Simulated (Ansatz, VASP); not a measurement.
Two plane-wave programs on Ca

```
Ca
1.0
     2.76271    2.76271    0.00000
    -2.76271    2.76271    0.00000
     0.00000    0.00000    5.52541
Ca
2
Cartesian
  0.0000 0.0000 0.0000
  0.0000 2.7627 2.7627
```

Alike in both runs: task single point; functional PBE; k mesh 9 × 9 × 7; occupations fermi-dirac, width 0.08 eV; no spin polarisation.

```csv
,VASP,Ansatz
version,VASP 6.6.1,Ansatz 0.2.0
potentials or method,"VASP PAW PBE potentials, release 64 (Ca_sv)","PAW with Ansatz's default frozen-core files, scalar-relativistic"
plane-wave cutoff (eV),520,420
valence electrons in the cell,20,20
```

```tsv
	VASP	Ansatz	Ansatz less VASP
pressure (GPa)	0.0	0.0	-0.01
```
